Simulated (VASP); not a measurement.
Input of a VASP 6.6.1 run:

File POSCAR:

```
ZrH
1.0
    3.1250289855      0.0000000000      0.0000000000
    0.0000000000      3.1250289855      0.0000000000
    0.0000000000      0.0000000000      4.8827911455
Zr H
2 2
Direct
    0.0000000000      0.5000000000      0.0000000000
    0.5000000000      0.0000000000      0.5000000000
    0.0000000000      0.0000000000      0.7500000000
    0.0000000000      0.0000000000      0.2500000000
```

Contents of INCAR.step1:

```
SYSTEM = ZrH
PREC = Accurate ; ENCUT = 520
ISMEAR = 0 ; SIGMA = 0.1
LREAL = .FALSE. ; LASPH = .TRUE.
NELM = 100 ; NBANDS = 21
GGA = PE ; ALGO = Normal
EDIFF = 1E-4 ; LWAVE = .TRUE.
LCHARG = .FALSE.
```

File INCAR.step2:

```
SYSTEM = ZrH
PREC = Accurate ; ENCUT = 520
EDIFF = 1E-6 ; ISMEAR = 0
SIGMA = 0.1 ; LREAL = .FALSE.
LASPH = .TRUE. ; NELM = 100
ALGO = Normal ; ISIF = 2
LWAVE = .FALSE. ; LCHARG = .FALSE.
METAGGA = R2SCAN ; LMIXTAU = .TRUE.
NBANDS = 21 ; ISTART = 1
```

Contents of KPOINTS:

```
Automatic mesh
0
G
  14 14 8
  0 0 0
```

Potentials or basis: VASP PAW PBE potentials, release 64 (Zr_sv, H).

Run with:

```console
$ cat potpaw_PBE.64/Zr_sv/POTCAR potpaw_PBE.64/H/POTCAR > POTCAR
$ cp INCAR.step1 INCAR
$ mpirun -np 1 vasp_std > vasp.out
$ cp INCAR.step2 INCAR
$ mpirun -np 1 vasp_std > vasp.out
```

Question: Predict the band gap on the k mesh.

Answer: Zero (bands 13 and 14 overlap by 1.13 eV).

Question: What does it give for the pressure?

Answer: 13.2 GPa.

Caveat: the cell stands under pressure; the PAW data sets were made with another functional, which shifts forces and pressure a little.
